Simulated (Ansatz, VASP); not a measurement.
## ZrZnN: VASP beside Ansatz

File INCAR:

```
  ALGO = Normal
  EDIFF = 1E-6
  ENCUT = 520
  GGA = PE
  ISIF = 2
  ISMEAR = 0
  ISPIN = 2
  LASPH = T
  LCHARG = F
  LMAXMIX = 4
  LORBIT = 11
  LREAL = F
  LWAVE = F
  MAGMOM = 1 0 0
  NBANDS = 26
  NELM = 150
  PREC = Accurate
  SIGMA = 0.1
```

KPOINTS

```
k-points
0
Gamma
  6 6 6
```

Contents of POSCAR:

```
ZrZnN
1.0
    3.6715562545      0.0000000000      0.0000000000
   -1.8357781272      3.1796609878      0.0000000000
    0.0000000000      0.0000000000      3.5176800717
Zr Zn N
1 1 1
Direct
    0.0000000000      0.0000000000      0.0000000000
    0.6666666667      0.3333333333      0.5000000000
    0.3333333333      0.6666666667      0.5000000000
```

Input for Ansatz:

```yaml
crystal:
  lattice:
    - [3.6715562545, 0.0, 0.0]
    - [-1.8357781272, 3.1796609878, 0.0]
    - [0.0, 0.0, 3.5176800717]
  atoms:
    - { symbol: Zr, position: [0.0, 0.0, 0.0], spin: 1.0 }
    - { symbol: Zn, position: [0.6666666667, 0.3333333333, 0.5] }
    - { symbol: "N", position: [0.3333333333, 0.6666666667, 0.5] }
basis:
  ecutwfc: 420
kpoints:
  mp_grid: { grid: [6, 6, 6] }
hamiltonian:
  xc: pbe
scf:
  occupations: { method: gaussian, width: 0.1 }
  lower_state_search: "off"
output:
  forces: true
  stress: true
  eigenvalues: true
  populations: true
magnetization:
  spin_polarized: true
```

Change from the starting cell: species swapped into the SrCuSi type (P-6m2, No. 187).

Alike in both runs: task single point; functional PBE; k mesh 6 × 6 × 6; occupations gaussian, width 0.1 eV; collinear spin.

|  | VASP | Ansatz |
| --- | --- | --- |
| version | VASP 6.6.1 | Ansatz 0.2.0 |
| potentials or method | VASP PAW PBE potentials, release 64 (Zr_sv, Zn, N), cutoff 520 eV | scalar-relativistic, plane waves, PAW |
| valence electrons in the cell | 29 | 29 |

Ansatz gave:

```
gap on the k mesh at the Fermi level (eV)                     : none
pressure (GPa)                                                : 0.1
traceless stress, the component that is largest in VASP (GPa) : -0.11
net moment per atom (μB)                                      : 0.00
```

Estimate VASP's values.

gap on the k mesh at the Fermi level (eV): none; pressure (GPa): 0.4; traceless stress, the component that is largest in VASP (GPa): -0.26; net moment per atom (μB): 0.00.

A gap of «none» marks a metal or a gap that the smearing closes. Ansatz's warnings: seeded moment not kept.
